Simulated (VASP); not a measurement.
## Al: single point with PBE+D3(BJ)

The system is Al.

```
Al
1.0
    -2.81442    0.00000    0.00000
    -1.40721   -2.43736    0.00000
    -1.99355   -1.82802   18.48209
Al
8
Direct
  0.97917 0.95312 0.06250
  0.81250 0.57812 0.56250
  0.10417 0.81771 0.68750
  0.27083 0.19271 0.18750
  0.72917 0.39062 0.81250
  0.89583 0.76562 0.31250
  0.35417 0.96354 0.93750
  0.52083 0.33854 0.43750
```

```yaml
Program: VASP 6.6.1
Task: single point
Functional: PBE
Dispersion: D3(BJ)
Potentials_or_basis: VASP PAW PBE potentials, release 64 (Al)
Cutoff: 520 eV
k_mesh: 16 × 16 × 2
Occupations: gaussian, width 0.15 eV
Spin: no spin polarisation
```

* Pressure: 1.0 GPa
* Largest force: 1.081 eV/Å
* Band gap on the k mesh: zero (bands 12 and 13 overlap by 5.51 eV)
* Dispersion energy per atom: -0.351 eV

Forces on the atoms (eV/Å):
```
Al   0.516 -0.117  0.879
Al   0.004 -0.002 -0.015
Al   0.009  0.002  0.000
Al  -0.003 -0.022  0.005
Al   0.017 -0.028  0.045
Al   0.009  0.000  0.002
Al  -0.548  0.165 -0.917
Al  -0.004  0.001  0.001
```

Stress tensor (GPa, compression positive):
```
-0.03 -0.06  1.34
-0.06 -0.25 -0.46
 1.34 -0.46  3.33
```

Levels at points of the mesh, in eV from the Fermi level:
| k point | band 9 | band 10 | band 11 | band 12 | band 13 | band 14 | band 15 | band 16 |
| --- | --- | --- | --- | --- | --- | --- | --- | --- |
| (0.00, 0.00, 0.00) | -4.48 | -0.96 | -0.93 | 3.39 | 3.45 | 8.22 | 8.39 | 11.11 |
| (0.50, 0.00, 0.00) | -3.64 | -3.00 | -2.17 | -1.74 | -1.38 | -0.81 | 0.58 | 0.83 |
| (0.00, 0.50, 0.00) | -3.15 | -2.78 | -2.49 | -2.37 | -0.70 | -0.42 | 0.05 | 0.23 |
| (0.50, 0.50, 0.00) | -2.84 | -2.72 | -2.61 | -2.57 | -0.39 | -0.28 | -0.13 | -0.04 |
| (0.00, 0.00, 0.50) | -2.88 | -2.86 | 1.13 | 1.18 | 5.77 | 5.87 | 10.50 | 10.89 |
| (0.50, 0.00, 0.50) | -3.13 | -2.89 | -2.53 | -2.06 | -0.88 | -0.50 | 0.08 | 0.48 |
| (0.00, 0.50, 0.50) | -3.64 | -3.13 | -2.20 | -1.61 | -1.49 | -0.89 | 0.57 | 1.12 |
| (0.50, 0.50, 0.50) | -3.42 | -3.24 | -1.99 | -1.81 | -1.30 | -1.08 | 0.76 | 1.26 |

Run time: 11 min on 1 thread of AMD EPYC 9R45 96-Core Processor (Zen 5), with other jobs on the host, peak memory 0.59 GiB.

Caveat: forces of over 1 eV/Å act on the atoms, so gaps and moduli don't describe the material at rest.
